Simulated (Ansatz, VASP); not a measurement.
Ba in VASP and in Ansatz

File INCAR:

```
SYSTEM = Ba
PREC     = Accurate       ! precision mode
ENCUT    = 520            ! plane-wave cutoff, eV
EDIFF    = 1E-6           ! SCF threshold, eV
ISMEAR   = -1             ! smearing method
SIGMA    = 0.1            ! smearing width, eV
LREAL    = .False.        ! projectors in reciprocal space
LASPH    = .True.         ! aspherical terms in the spheres
NELM     = 80             ! most SCF steps
ALGO     = Normal         ! electronic algorithm
ISIF     = 2              ! what is computed and relaxed
LWAVE    = .False.        ! write WAVECAR
LCHARG   = .False.        ! write CHGCAR
GGA      = CA             ! functional
NBANDS   = 11             ! bands
```

KPOINTS

```
Automatic mesh
0
Gamma
  15 15 15
  0 0 0
```

Contents of POSCAR:

```
Ba
1.0
   -2.4705248438      2.4705248438      2.4705248438
    2.4705248438     -2.4705248438      2.4705248438
    2.4705248438      2.4705248438     -2.4705248438
Ba
1
Direct
    0.0000000000      0.0000000000      0.0000000000
```

Input for Ansatz:

```yaml
crystal:
  lattice:
    - [-2.4705248476, 2.4705248476, 2.4705248476]
    - [2.4705248476, -2.4705248476, 2.4705248476]
    - [2.4705248476, 2.4705248476, -2.4705248476]
  atoms:
    - { symbol: Ba, position: [0.0, 0.0, 0.0] }
hamiltonian:
  xc: lda
  pseudopotentials:
    kind: paw
    azcp:
      Ba: "pseudopotentials/Ba.paw.azcp"
basis:
  ecutwfc: 420
  fft_grid_basis: typed
kpoints:
  mp_grid: { grid: [15, 15, 15], shift: [0, 0, 0] }
magnetization:
  spin_polarized: false
scf:
  occupations: { method: fermi_dirac, width: 0.1 }
output:
  stress: true
```

Alike in both runs: task single point; functional LDA; k mesh 15 × 15 × 15; occupations fermi-dirac, width 0.1 eV; no spin polarisation.

|  | VASP | Ansatz |
| --- | --- | --- |
| version | VASP 6.6.1 | Ansatz 0.2.0 |
| potentials or method | VASP PAW LDA potentials, release 64 (Ba_sv), cutoff 520 eV | plane waves (420 eV) with PAW, scalar-relativistic |
| valence electrons in the cell | 10 | 10 |

Ansatz gave:

```
pressure (GPa) : -1.0
```

**Question.** What did VASP give for the same quantities?

**Answer.** Pressure (GPa): -0.9.

Ansatz warns that its potentials were made for another functional, while VASP's fit it. LDA's correlation is that of Perdew and Zunger in VASP and of Perdew and Wang (1992) in Ansatz.

Spin-orbit coupling is off throughout.
